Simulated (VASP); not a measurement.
# Cu (P6/mmm) in VASP: further runs

The runs below take Cu through single point, with r2SCAN.

All numbers are computed with VASP 6.6.1; they aren't measurements. Logs are shortened: lines on timing, memory, paths and dates and some standing lists are left out, and cuts for length are marked.

## (1) The cell of the first run

It takes space group P6/mmm (No. 191, hexagonal). Conventional cell: a = 4.119 Å, b = 4.119 Å, c = 2.472 Å, α = 90.00°, β = 90.00°, γ = 120.00°. Cu (site symmetry 6/mmm) has 14 Cu at 2.47 to 2.68 Å within 3.3 Å. Within 3.1 Å of Cu (site symmetry -6m2) lie 11 Cu at 2.38 to 2.68 Å.

## (2) Single point, r2SCAN (volume scaled by 1.04)

POSCAR

```
Cu
1.0
    4.1188619573      0.0000000000      0.0000000000
   -2.0594309787      3.5670390897      0.0000000000
    0.0000000000      0.0000000000      2.4722589632
Cu
3
Direct
    1.0000000000      1.0000000000      0.0000000000
    0.3333333333      0.6666666667      0.5000000000
    0.6666666667      0.3333333333      0.5000000000
```

INCAR.step1

```
PREC = Accurate ; ENCUT = 520
ISMEAR = -1 ; SIGMA = 0.1
LREAL = False ; LASPH = True
NELM = 80 ; NBANDS = 24
GGA = PE ; ALGO = Normal
EDIFF = 1E-4 ; LWAVE = True
LCHARG = False
```

INCAR.step2

```
PREC = Accurate ; ENCUT = 520
EDIFF = 1E-6 ; ISMEAR = -1
SIGMA = 0.1 ; LREAL = False
LASPH = True ; NELM = 80
ALGO = Normal ; ISIF = 2
LWAVE = False ; LCHARG = False
METAGGA = R2SCAN ; LMIXTAU = True
NBANDS = 24 ; ISTART = 1
```

KPOINTS

```
Automatic mesh
0
Gamma
  10 10 14
```

Potentials or basis: VASP PAW PBE potentials, release 64 (Cu).

Command:

```bash
> cat potpaw_PBE.64/Cu/POTCAR > POTCAR
> cp INCAR.step1 INCAR
> mpirun -np 1 vasp_std > vasp.out
> cp INCAR.step2 INCAR
> mpirun -np 1 vasp_std > vasp.out
```

OUTCAR:

```text
PREC = Accurate
   ENCUT = 520
   EDIFF = 1E-6
   ISMEAR = -1
   LREAL = False
   LASPH = True
   NELM = 80
   ISIF = 2
   METAGGA = R2SCAN
   ISTART = 1

 ion  position               nearest neighbor table
   1  0.000  0.000  0.000-   2 2.68   3 2.68   2 2.68   3 2.68   3 2.68   3 2.68   2 2.68   2 2.68
                             3 2.68   3 2.68   2 2.68   2 2.68
   2  0.333  0.667  0.500-   3 2.38   3 2.38   3 2.38   1 2.68   1 2.68   1 2.68   1 2.68   1 2.68
                             1 2.68
   3  0.667  0.333  0.500-   2 2.38   2 2.38   2 2.38   1 2.68   1 2.68   1 2.68   1 2.68   1 2.68
                             1 2.68

  LATTYP: Found a hexagonal cell.
 ALAT       =     4.1188619573
 C/A-ratio  =     0.6002286527

  Lattice vectors:

 A1 = (   4.1188619573,   0.0000000000,   0.0000000000)
 A2 = (  -2.0594309787,   3.5670390897,   0.0000000000)
 A3 = (   0.0000000000,   0.0000000000,   2.4722589632)

Analysis of symmetry for initial positions (statically):
=====================================================================
 Subroutine PRICEL returns:
 Original cell was already a primitive cell.

 Routine SETGRP: Setting up the symmetry group for a
 hexagonal supercell.

 Subroutine GETGRP returns: Found 24 space group operations
 (whereof 24 operations were pure point group operations)
 out of a pool of 24 trial point group operations.

The static configuration has the point symmetry D_6h.

Analysis of symmetry for dynamics (positions and initial velocities):
=====================================================================
 Subroutine PRICEL returns:
 Original cell was already a primitive cell.

 Routine SETGRP: Setting up the symmetry group for a
 hexagonal supercell.

 Subroutine GETGRP returns: Found 24 space group operations
 (whereof 24 operations were pure point group operations)
 out of a pool of 24 trial point group operations.

The dynamic configuration has the point symmetry D_6h.

 Subroutine INISYM returns: Found 24 space group operations
 (whereof 24 operations are pure point group operations),
 and found     1 'primitive' translations

----------------------------------------------------------------------------------------

                                     Primitive cell

  volume of cell :      36.3228

  direct lattice vectors                    reciprocal lattice vectors
     4.118861957  0.000000000  0.000000000     0.242785510  0.140172279  0.000000000
    -2.059430979  3.567039090  0.000000000     0.000000000  0.280344559  0.000000000
     0.000000000  0.000000000  2.472258963     0.000000000  0.000000000  0.404488371

  length of vectors
     4.118861957  4.118861957  2.472258963     0.280344559  0.280344559  0.404488371

  position of ions in fractional coordinates (direct lattice)
     0.000000000  0.000000000  0.000000000
     0.333333333  0.666666667  0.500000000
     0.666666667  0.333333333  0.500000000

  ion indices of the primitive-cell ions
   primitive index   ion index
                 1           1
                 2           2
                 3           3

----------------------------------------------------------------------------------------

 KPOINTS: Automatic mesh

Automatic generation of k-mesh.
 Grid dimensions read from file:
 generate k-points for:   10   10   14

 Generating k-lattice:

  Cartesian coordinates                     Fractional coordinates (reciprocal lattice)
     0.024278551  0.014017228  0.000000000     0.100000000 -0.000000000  0.000000000
     0.000000000  0.028034456  0.000000000     0.000000000  0.100000000  0.000000000
     0.000000000  0.000000000  0.028892026     0.000000000  0.000000000  0.071428571

  Length of vectors
     0.028034456  0.028034456  0.028892026

  Shift w.r.t. Gamma in fractional coordinates (k-lattice)
     0.000000000  0.000000000  0.000000000

 Subroutine IBZKPT returns following result:
 ===========================================

 Found    112 irreducible k-points:

 Following reciprocal coordinates:
            Coordinates               Weight
  0.000000  0.000000  0.000000      1.000000
  0.100000 -0.000000  0.000000      6.000000
  0.200000 -0.000000  0.000000      6.000000
  0.300000 -0.000000  0.000000      6.000000
  0.400000 -0.000000  0.000000      6.000000
  0.500000  0.000000  0.000000      3.000000
[... 16 lines left out ...]
  0.300000  0.100000  0.071429     24.000000
  0.400000  0.100000  0.071429     24.000000
 [... further k-points ...]
   k-points           NKPTS =    112   k-points in BZ     NKDIM =    112   number of bands    NBANDS=     24
   number of dos      NEDOS =    301   number of ions     NIONS =      3
   total plane-waves  NPLWV =  18432
   dimension x,y,z NGX =    32 NGY =   32 NGZ =   18
   dimension x,y,z NGXF=    64 NGYF=   64 NGZF=   36
   ions per type =               3
   NGX,Y,Z   is equivalent  to a cutoff of  12.92, 12.92, 12.10 a.u.
   NGXF,Y,Z  is equivalent  to a cutoff of  25.83, 25.83, 24.21 a.u.
 SYSTEM =  unknown system
   PREC   = accura    normal or accurate (medium, high low for compatibility)
   ISTART =      1    job   : 0-new  1-cont  2-samecut
   ICHARG =      0    charge: 1-file 2-atom 10-const
   ISPIN  =      1    spin polarized calculation?
   LNONCOLLINEAR =      F non collinear calculations
   LSORBIT =      F    spin-orbit coupling
   LASPH  =      T    aspherical Exc in radial PAW
   ENCUT  =  520.0 eV  38.22 Ry    6.18 a.u.   7.66  7.66  4.60*2*pi/ulx,y,z
   NELM   =     80;   NELMIN=  2; NELMDL=  0     # of ELM steps
   EDIFF  = 0.1E-05   stopping-criterion for ELM
   LREAL  =      F    real-space projection
   EDIFFG = 0.1E-04   stopping-criterion for IOM
   NSW    =      0    number of steps for IOM
   IBRION =     -1    ionic relax: 0-MD 1-quasi-New 2-CG
   NFREE  =      0    steps in history (QN), initial steepest desc. (CG)
   ISIF   =      2    stress and relaxation
   ISYM   =      2    0-nonsym 1-usesym 2-fastsym
   POTIM  = 0.5000    time-step for ionic-motion
   TEBEG  =    0.0;   TEEND  =   0.0 temperature during run
   PSTRESS=    0.0 pullay stress
   NELECT =      33.0000    total number of electrons
   NUPDOWN=      -1.0000    fix difference up-down
   EMIN   =  10.00;   EMAX   =-10.00  energy-range for DOS
   EFERMI =   0.00;   METHOD = LEGACY
   ISMEAR =    -1;   SIGMA  =   0.10  broadening in eV -4-tet -1-fermi 0-gaus
   EFERMI_NEDOS =   21; number of points for ismear=-14 and -15
   IALGO  =     38    algorithm
   IMIX   =      4    mixing-type and parameters
     AMIX     =   0.40;   BMIX     =  1.00
     AMIX_MAG =   1.60;   BMIX_MAG =  1.00
  volume/ion in A,a.u.               =      12.11        81.71
  Fermi-wavevector in a.u.,A,eV,Ry     =   1.585574  2.996300 34.205648  2.514044
  Thomas-Fermi vector in A             =   2.685018
   LORBIT       =      0    0 simple, 1 ext, 2 COOP (PROOUT), +10 PAW based schemes
   METAGGA = R2SCAN    functional components
   LHFCALC =     F    Hartree Fock is set to
   AEXX    =    0.0000 exact exchange contribution
   IVDW    =     0    specifies the selected vdW correction
   LEPSILON=     F    determine dielectric tensor
   LRPA    =     F    only Hartree local field effects (RPA)
 non-spin polarized calculation
  energy-cutoff  :      520.00
  volume of cell :       36.32
 maximum number of plane-waves:      1000
 NGX is ok and might be reduce to    32
   NGX = 15   NGY = 15   NGZ =  9

 number of electron      32.9999972 magnetization

 Free energy of the ion-electron system (eV)
  ---------------------------------------------------
  ext. energy  EPLUGINS =         0.00000000
  ---------------------------------------------------
  free energy    TOTEN  =       -32.22927715 eV

  energy without entropy =      -32.19872750  energy(sigma->0) =      -32.21400232

 E-fermi :   7.1168     XC(G=0): -13.5656

 val. band max:        7.0985643434   @ k =   0.3000   0.2000   0.2857
 cond. band min:       7.1536498776   @ k =   0.3000  -0.0000   0.5000
 fundamental gap:      0.0550855342
 Fermi energy:         7.1168363750

 k-point     1 :       0.0000    0.0000    0.0000
  band No.  band energies     occupation
      1      -2.3628      2.00000
      2       2.5165      2.00000
      3       3.4048      2.00000
      4       3.4050      2.00000
      5       3.4654      2.00000
      6       3.4656      2.00000
[... 16 lines left out ...]
     23      22.7803      0.00000
     24      28.1249      0.00000

 k-point     2 :       0.1000   -0.0000    0.0000
  band No.  band energies     occupation
      1      -2.2331      2.00000
      2       2.5188      2.00000
      3       3.1323      2.00000
      4       3.2863      2.00000
      5       3.3856      2.00000
      6       3.6209      2.00000
[... 16 lines left out ...]
     23      22.9602      0.00000
     24      28.1680      0.00000

 k-point     3 :       0.2000   -0.0000    0.0000
  band No.  band energies     occupation
      1      -1.8487      2.00000
      2       2.4611      2.00000
      3       2.8280      2.00000
      4       3.1713      2.00000
      5       3.2334      2.00000
      6       3.6362      2.00000
[... 16 lines left out ...]
     23      23.4898      0.00000
     24      28.2704      0.00000

 k-point     4 :       0.3000   -0.0000    0.0000
  band No.  band energies     occupation
      1      -1.2250      2.00000
      2       2.2167      2.00000
      3       2.4478      2.00000
      4       3.0646      2.00000
      5       3.2532      2.00000
      6       3.5664      2.00000
[... 16 lines left out ...]
     23      24.3434      0.00000
     24      25.9880      0.00000

 k-point     5 :       0.4000   -0.0000    0.0000
  band No.  band energies     occupation
      1      -0.3943      2.00000
      2       1.5542      2.00000
      3       2.1288      2.00000
      4       3.1562      2.00000
      5       3.3133      2.00000
      6       3.4479      2.00000
[... 16 lines left out ...]
     23      23.4847      0.00000
     24      24.1438      0.00000

 k-point     6 :       0.5000    0.0000    0.0000
  band No.  band energies     occupation
      1       0.5457      2.00000
      2       0.6107      2.00000
      3       2.0469      2.00000
      4       3.2970      2.00000
      5       3.3079      2.00000
      6       3.3507      2.00000
[... 16 lines left out ...]
     23      21.6498      0.00000
     24      24.8353      0.00000
[... 379 lines left out ...]
 k-point    21 :       0.1000    0.1000    0.0714
  band No.  band energies     occupation
      1      -1.8411      2.00000
      2       2.5680      2.00000
      3       2.9491      2.00000
      4       3.0629      2.00000
      5       3.4848      2.00000
      6       3.5983      2.00000
[... 16 lines left out ...]
     23      21.6327      0.00000
     24      28.8615      0.00000

 k-point    22 :       0.2000    0.1000    0.0714
  band No.  band energies     occupation
      1      -1.3403      2.00000
      2       2.4019      2.00000
      3       2.6525      2.00000
      4       3.0278      2.00000
      5       3.3982      2.00000
      6       3.6568      2.00000
[... 16 lines left out ...]
     23      22.2280      0.00000
     24      26.2303      0.00000

 k-point    23 :       0.3000    0.1000    0.0714
  band No.  band energies     occupation
      1      -0.6190      2.00000
      2       2.0192      2.00000
      3       2.2782      2.00000
      4       3.1226      2.00000
      5       3.3585      2.00000
      6       3.5804      2.00000
[... 16 lines left out ...]
     23      23.0456      0.00000
     24      23.6318      0.00000

 k-point    24 :       0.4000    0.1000    0.0714
  band No.  band energies     occupation
      1       0.2707      2.00000
      2       1.2251      2.00000
      3       2.0985      2.00000
      4       3.2703      2.00000
      5       3.3686      2.00000
      6       3.4468      2.00000
[... 16 lines left out ...]
     23      24.0748      0.00000
     24      24.4162      0.00000

 [... further k-points ...]
[... 5 lines left out ...]
  --------------------------------------------------------------------------------------
  -------------------------------------------------------------------------------------
  Total       -1.0868893     -1.0868893     -1.1874775      0.0000000      0.0000000      0.0000000
  in kB      -47.9420738    -47.9420738    -52.3789661      0.0000000      0.0000000      0.0000000
  external PRESSURE =     -49.4210379 kB  Pullay stress =       0.0000000 kB

 VOLUME and BASIS-vectors are now :
 -----------------------------------------------------------------------------
  energy-cutoff  :      520.00
  volume of cell :       36.32
      direct lattice vectors                 reciprocal lattice vectors
     4.118861957  0.000000000  0.000000000     0.242785510  0.140172279  0.000000000
    -2.059430979  3.567039090  0.000000000     0.000000000  0.280344559  0.000000000
     0.000000000  0.000000000  2.472258963     0.000000000  0.000000000  0.404488371

 POSITION                                       TOTAL-FORCE (eV/Angst)
 -----------------------------------------------------------------------------------
      0.00000      0.00000      0.00000        -0.000000      0.000000      0.000000
     -0.00000      2.37803      1.23613         0.000000      0.000000      0.000000
      2.05943      1.18901      1.23613         0.000000      0.000000      0.000000
 -----------------------------------------------------------------------------------
    total drift:                               -0.000000      0.000000      0.000000

  FREE ENERGIE OF THE ION-ELECTRON SYSTEM (eV)
  ---------------------------------------------------
  free  energy   TOTEN  =       -32.2292771475 eV

  energy  without entropy=      -32.1987274980  energy(sigma->0) =      -32.21400232
```

Run time: 3.5 min. Hardware: 1 thread of Intel Xeon 6975P-C, shared host; peak memory 0.21 GiB.

Results:

* Free energy: -32.2293 eV
* Pressure: -4.9 GPa

Stress tensor (GPa, compression positive):
```
-4.79  0.00  0.00
 0.00 -4.79  0.00
 0.00  0.00 -5.24
```

Levels at points of the mesh, in eV from the Fermi level:
```csv
k point,band 13,band 14,band 15,band 16,band 17,band 18,band 19,band 20
"(0.00, 0.00, 0.00)",-2.42,-2.42,-1.67,-1.67,4.65,4.65,4.66,4.66
"(0.50, 0.00, 0.00)",-1.89,-1.89,-1.85,-1.73,-1.62,-0.66,4.30,14.01
"(0.00, 0.00, 0.50)",-1.79,-1.79,-1.36,-0.34,0.32,8.63,8.93,8.93
"(0.50, 0.00, 0.50)",-1.91,-1.68,-1.50,0.65,0.78,3.59,3.81,7.04
```

Caveat: the PAW data sets were made with another functional, which shifts forces and pressure a little.

(Continued in part 2 of 2.)
